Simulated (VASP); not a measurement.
# CoRu2 (P6_3/mmc) in VASP: single point with PBE

Aim: the single point of CoRu2 with PBE.

All numbers are computed with VASP 6.6.1; they aren't measurements. Logs are shortened: lines on timing, memory, paths and dates and some standing lists are left out, and cuts for length are marked.

## Step 1: The cell of the first run

Symmetry: P6_3/mmc, No. 194, hexagonal system. The conventional cell has a = 2.685 Å, b = 2.685 Å, c = 12.447 Å, α = 90.00°, β = 90.00°, γ = 120.00°. Co (site symmetry -6m2) has 6 Ru at 2.57 Å and 6 Co at 2.68 Å within 3.4 Å. Within 3.4 Å of Ru (site symmetry 3m) lie 3 Co at 2.57 Å and 9 Ru at 2.63 to 2.68 Å.

## Step 2: Single point, PBE, collinear spin, ferromagnetic start

INCAR reads:

```
SYSTEM = CoRu2
PREC = Accurate
ENCUT = 520
EDIFF = 1E-7
ISMEAR = 0
SIGMA = 0.1
LREAL = .FALSE.
LASPH = .TRUE.
NELM = 150
ALGO = Fast
ISIF = 2
LWAVE = .FALSE.
LCHARG = .FALSE.
ISPIN = 2
MAGMOM = 3 3 0 0 0 0
LORBIT = 11
LMAXMIX = 4
GGA = PE
NBANDS = 50
```

KPOINTS reads:

```
Automatic mesh
0
G
  6 6 2
  0 0 0
```

POSCAR reads:

```
CoRu2
1.0
    2.6845106289      0.0000000000      0.0000000000
   -1.3422553144      2.3248544013      0.0000000000
    0.0000000000      0.0000000000     12.4470238490
Co Ru
2 4
Direct
    0.3333333333      0.6666666667      0.7500000000
    0.6666666667      0.3333333333      0.2500000000
    0.3333333333      0.6666666667      0.0853415260
    0.3333333333      0.6666666667      0.4146584740
    0.6666666667      0.3333333333      0.5853415260
    0.6666666667      0.3333333333      0.9146584740
```

Potentials or basis: VASP PAW PBE potentials, release 64 (Co, Ru_pv).

Command:

```bash
cat potpaw_PBE.64/Co/POTCAR potpaw_PBE.64/Ru_pv/POTCAR > POTCAR
mpirun -np 1 vasp_std > vasp.out
```

OUTCAR:

```text
SYSTEM = CoRu2
   PREC = Accurate
   ENCUT = 520
   EDIFF = 1E-7
   ISMEAR = 0
   LREAL = .FALSE.
   LASPH = .TRUE.
   NELM = 150
   ISIF = 2
   ISPIN = 2
   LORBIT = 11
   GGA = PE

 ion  position               nearest neighbor table
   1  0.333  0.667  0.750-   5 2.57   6 2.57   5 2.57   6 2.57   5 2.57   6 2.57
   2  0.667  0.333  0.250-   3 2.57   4 2.57   3 2.57   4 2.57   3 2.57   4 2.57
   3  0.333  0.667  0.085-   2 2.57   2 2.57   2 2.57   6 2.63   6 2.63   6 2.63
   4  0.333  0.667  0.415-   2 2.57   2 2.57   2 2.57   5 2.63   5 2.63   5 2.63
   5  0.667  0.333  0.585-   1 2.57   1 2.57   1 2.57   4 2.63   4 2.63   4 2.63
   6  0.667  0.333  0.915-   1 2.57   1 2.57   1 2.57   3 2.63   3 2.63   3 2.63

  LATTYP: Found a hexagonal cell.
 ALAT       =     2.6845106289
 C/A-ratio  =     4.6366081456

  Lattice vectors:

 A1 = (   2.6845106289,   0.0000000000,   0.0000000000)
 A2 = (  -1.3422553144,   2.3248544013,   0.0000000000)
 A3 = (   0.0000000000,   0.0000000000,  12.4470238490)

Analysis of symmetry for initial positions (statically):
=====================================================================
 Subroutine PRICEL returns:
 Original cell was already a primitive cell.

 Routine SETGRP: Setting up the symmetry group for a
 hexagonal supercell.

 Subroutine GETGRP returns: Found 24 space group operations
 (whereof 12 operations were pure point group operations)
 out of a pool of 24 trial point group operations.

The static configuration has the point symmetry D_3d.
 The point group associated with its full space group is D_6h.

Analysis of symmetry for dynamics (positions and initial velocities):
=====================================================================
 Subroutine PRICEL returns:
 Original cell was already a primitive cell.

 Routine SETGRP: Setting up the symmetry group for a
 hexagonal supercell.

 Subroutine GETGRP returns: Found 24 space group operations
 (whereof 12 operations were pure point group operations)
 out of a pool of 24 trial point group operations.

The dynamic configuration has the point symmetry D_3d.
 The point group associated with its full space group is D_6h.

Analysis of structural, dynamic, and magnetic symmetry:
=====================================================================
 Subroutine PRICEL returns:
 Original cell was already a primitive cell.

 Routine SETGRP: Setting up the symmetry group for a
 hexagonal supercell.

 Subroutine GETGRP returns: Found 24 space group operations
 (whereof 12 operations were pure point group operations)
 out of a pool of 24 trial point group operations.

The overall configuration has the point symmetry D_3d.
 The point group associated with its full space group is D_6h.

 Subroutine INISYM returns: Found 24 space group operations
 (whereof 12 operations are pure point group operations),
 and found     1 'primitive' translations

----------------------------------------------------------------------------------------

                                     Primitive cell

  volume of cell :      77.6831

  direct lattice vectors                    reciprocal lattice vectors
     2.684510629  0.000000000  0.000000000     0.372507372  0.215067232  0.000000000
    -1.342255314  2.324854401  0.000000000     0.000000000  0.430134463  0.000000000
     0.000000000  0.000000000 12.447023849     0.000000000  0.000000000  0.080340490

  length of vectors
     2.684510629  2.684510629 12.447023849     0.430134463  0.430134463  0.080340490

  position of ions in fractional coordinates (direct lattice)
     0.333333333  0.666666667  0.750000000
     0.666666667  0.333333333  0.250000000
     0.333333333  0.666666667  0.085341526
     0.333333333  0.666666667  0.414658474
     0.666666667  0.333333333  0.585341526
     0.666666667  0.333333333  0.914658474

  ion indices of the primitive-cell ions
   primitive index   ion index
                 1           1
                 2           2
                 3           3
                 4           4
                 5           5
[... 38 lines left out ...]
  0.166667 -0.000000  0.500000      6.000000
  0.333333 -0.000000  0.500000      6.000000
  0.500000 -0.000000  0.500000      3.000000
  0.166667  0.166667  0.500000      6.000000
  0.333333  0.166667  0.500000     12.000000
  0.333333  0.333333  0.500000      2.000000
   k-points           NKPTS =     14   k-points in BZ     NKDIM =     14   number of bands    NBANDS=     50
   number of dos      NEDOS =    301   number of ions     NIONS =      6
   total plane-waves  NPLWV =  38400
   dimension x,y,z NGX =    20 NGY =   20 NGZ =   96
   dimension x,y,z NGXF=    40 NGYF=   40 NGZF=  192
   ions per type =               2   4
   NGX,Y,Z   is equivalent  to a cutoff of  12.39, 12.39, 12.82 a.u.
   NGXF,Y,Z  is equivalent  to a cutoff of  24.77, 24.77, 25.64 a.u.
 SYSTEM =  CoRu2
   PREC   = accura    normal or accurate (medium, high low for compatibility)
   ISTART =      0    job   : 0-new  1-cont  2-samecut
   ICHARG =      2    charge: 1-file 2-atom 10-const
   ISPIN  =      2    spin polarized calculation?
   LNONCOLLINEAR =      F non collinear calculations
   LSORBIT =      F    spin-orbit coupling
   LASPH  =      T    aspherical Exc in radial PAW
   ENCUT  =  520.0 eV  38.22 Ry    6.18 a.u.   4.99  4.99 23.14*2*pi/ulx,y,z
   NELM   =    150;   NELMIN=  2; NELMDL= -5     # of ELM steps
   EDIFF  = 0.1E-06   stopping-criterion for ELM
   LREAL  =      F    real-space projection
   EDIFFG = 0.1E-05   stopping-criterion for IOM
   NSW    =      0    number of steps for IOM
   IBRION =     -1    ionic relax: 0-MD 1-quasi-New 2-CG
   NFREE  =      0    steps in history (QN), initial steepest desc. (CG)
   ISIF   =      2    stress and relaxation
   ISYM   =      2    0-nonsym 1-usesym 2-fastsym
   POTIM  = 0.5000    time-step for ionic-motion
   TEBEG  =    0.0;   TEEND  =   0.0 temperature during run
   PSTRESS=    0.0 pullay stress
   NELECT =      74.0000    total number of electrons
   NUPDOWN=      -1.0000    fix difference up-down
   EMIN   =  10.00;   EMAX   =-10.00  energy-range for DOS
   EFERMI =   0.00;   METHOD = LEGACY
   ISMEAR =     0;   SIGMA  =   0.10  broadening in eV -4-tet -1-fermi 0-gaus
   EFERMI_NEDOS =   21; number of points for ismear=-14 and -15
   IALGO  =     68    algorithm
   IMIX   =      4    mixing-type and parameters
     AMIX     =   0.40;   BMIX     =  1.00
     AMIX_MAG =   1.60;   BMIX_MAG =  1.00
  volume/ion in A,a.u.               =      12.95        87.37
  Fermi-wavevector in a.u.,A,eV,Ry     =   1.610806  3.043982 35.302987  2.594696
  Thomas-Fermi vector in A             =   2.706297
   LORBIT       =     11    0 simple, 1 ext, 2 COOP (PROOUT), +10 PAW based schemes
   GGA     = PE    functional components
   LHFCALC =     F    Hartree Fock is set to
   AEXX    =    0.0000 exact exchange contribution
   IVDW    =     0    specifies the selected vdW correction
   LEPSILON=     F    determine dielectric tensor
   LRPA    =     F    only Hartree local field effects (RPA)
 spin polarized calculation
 RMM-DIIS sequential band-by-band and
 Gauss-broadening in eV      SIGMA  =   0.10
  energy-cutoff  :      520.00
  volume of cell :       77.68
 maximum number of plane-waves:      2133
 NGX is ok and might be reduce to    20
   NGX =  9   NGY =  9   NGZ = 47

 number of electron      74.0000012 magnetization       2.6611191

 Free energy of the ion-electron system (eV)
  ---------------------------------------------------
  ext. energy  EPLUGINS =         0.00000000
  ---------------------------------------------------
  free energy    TOTEN  =       -50.33608158 eV

  energy without entropy =      -50.30051303  energy(sigma->0) =      -50.31829731

 E-fermi :  11.7901     XC(G=0): -13.7715

 val. band max:       11.7832017916   @ k =   0.3333  -0.0000   0.5000
 cond. band min:      11.8006262562   @ k =   0.5000  -0.0000   0.0000
 fundamental gap:      0.0174244646
 Fermi energy:        11.7901460681

 spin component 1

 k-point     1 :       0.0000    0.0000    0.0000
  band No.  band energies     occupation
      1     -31.6133      1.00000
      2     -31.6080      1.00000
      3     -30.9949      1.00000
      4     -30.9890      1.00000
      5     -30.9249      1.00000
      6     -30.9249      1.00000
[... 717 lines left out ...]
     48      18.3842      0.00000
     49      19.7911      0.00000
 Fermi energy:        11.7901460681

 spin component 2

 k-point     1 :       0.0000    0.0000    0.0000
  band No.  band energies     occupation
      1     -31.5898      1.00000
      2     -31.5843      1.00000
      3     -30.9722      1.00000
      4     -30.9662      1.00000
      5     -30.9022      1.00000
      6     -30.9022      1.00000
[... 717 lines left out ...]
     48      18.5615      0.00000
     49      19.8285      0.00000
 [bands above 49 left out]

------------------------ aborting loop because EDIFF is reached ----------------------------------------

  FORCE on cell =-STRESS in cart. coord.  units (eV):
  Direction    XX          YY          ZZ          XY          YZ          ZX
  --------------------------------------------------------------------------------------
  -------------------------------------------------------------------------------------
  Total       -0.0487424     -0.0487424     -0.2545828     -0.0000000      0.0000000      0.0000000
  in kB       -1.0052887     -1.0052887     -5.2506513     -0.0000000      0.0000000      0.0000000
  external PRESSURE =      -2.4204096 kB  Pullay stress =       0.0000000 kB

 VOLUME and BASIS-vectors are now :
 -----------------------------------------------------------------------------
  energy-cutoff  :      520.00
  volume of cell :       77.68
      direct lattice vectors                 reciprocal lattice vectors
     2.684510629  0.000000000  0.000000000     0.372507372  0.215067232  0.000000000
    -1.342255314  2.324854401  0.000000000     0.000000000  0.430134463  0.000000000
     0.000000000  0.000000000 12.447023849     0.000000000  0.000000000  0.080340490

 POSITION                                       TOTAL-FORCE (eV/Angst)
 -----------------------------------------------------------------------------------
     -0.00000      1.54990      9.33527         0.000000      0.000000      0.000000
      1.34226      0.77495      3.11176        -0.000000      0.000000      0.000000
     -0.00000      1.54990      1.06225         0.000000      0.000000      0.027024
     -0.00000      1.54990      5.16126        -0.000000     -0.000000     -0.027024
      1.34226      0.77495      7.28576        -0.000000      0.000000      0.027024
      1.34226      0.77495     11.38478        -0.000000      0.000000     -0.027024
 -----------------------------------------------------------------------------------
    total drift:                               -0.000000      0.000000     -0.000000

  FREE ENERGIE OF THE ION-ELECTRON SYSTEM (eV)
  ---------------------------------------------------
  free  energy   TOTEN  =       -50.3360815839 eV

  energy  without entropy=      -50.3005130289  energy(sigma->0) =      -50.31829731

 total charge

# of ion       s       p       d       tot
------------------------------------------
    1        0.461   0.480   7.238   8.179
    2        0.461   0.480   7.238   8.179
    3        0.410   6.310   5.952  12.672
    4        0.410   6.310   5.952  12.672
    5        0.410   6.310   5.952  12.672
    6        0.410   6.310   5.952  12.672
--------------------------------------------------
tot          2.563  26.199  38.284  67.047

 magnetization (x)

# of ion       s       p       d       tot
------------------------------------------
    1        0.004  -0.010   1.333   1.328
    2        0.004  -0.010   1.333   1.328
    3       -0.004  -0.007   0.026   0.015
    4       -0.004  -0.007   0.026   0.015
    5       -0.004  -0.007   0.026   0.015
    6       -0.004  -0.007   0.026   0.015
--------------------------------------------------
tot         -0.008  -0.047   2.770   2.715
```

Wall time 2.5 min (1 thread of AMD EPYC 7R13 (Zen 3), shared host); peak memory 0.23 GiB.

Results:

| Property | Result |
| --- | --- |
| Free energy | -50.3361 eV |
| Pressure | -0.2 GPa |
| Largest force | 0.027 eV/Å |
| Net moment | 2.66 μB per cell |
| Site moments | Co +1.33; Ru +0.01 μB |
| Valence electrons inside the program's atomic spheres | Co 8.18; Ru 12.67 |

Forces in eV/Å, atoms in the order of the input:
```
Co   0.000  0.000  0.000
Co   0.000  0.000  0.000
Ru   0.000  0.000  0.027
Ru   0.000  0.000 -0.027
Ru   0.000  0.000  0.027
Ru   0.000  0.000 -0.027
```

Stress tensor (GPa, compression positive):
```
-0.10  0.00  0.00
 0.00 -0.10  0.00
 0.00  0.00 -0.53
```

Levels at points of the mesh, in eV from the Fermi level:
Spin up:
| k point | band 36 | band 37 | band 38 | band 39 | band 40 | band 41 |
| --- | --- | --- | --- | --- | --- | --- |
| (0.00, 0.00, 0.00) | -1.74 | -1.52 | -1.19 | -1.19 | -0.30 | -0.30 |
| (0.50, 0.00, 0.00) | 0.36 | 1.04 | 1.17 | 1.24 | 1.59 | 1.61 |
| (0.00, 0.00, 0.50) | -1.48 | -1.48 | -1.48 | -0.07 | -0.07 | -0.07 |
| (0.50, 0.00, 0.50) | -0.22 | 0.83 | 0.83 | 1.61 | 1.61 | 1.82 |
Spin down:
```
           k point  band 32  band 33  band 34  band 35  band 36  band 37  band 38  band 39
(0.00, 0.00, 0.00)    -1.17    -1.16    -1.16    -1.13    -1.13    -0.93    -0.28    -0.28
(0.50, 0.00, 0.00)     0.01     0.22     0.64     0.74     1.04     1.38     1.39     1.50
(0.00, 0.00, 0.50)    -1.22    -1.22    -1.22    -0.74    -0.74    -0.74    -0.74     0.20
(0.50, 0.00, 0.50)    -0.28     0.31     0.31     0.62     0.62     1.11     1.11     1.65
```

Caveat: the k points lie up to 0.45 Å⁻¹ apart.
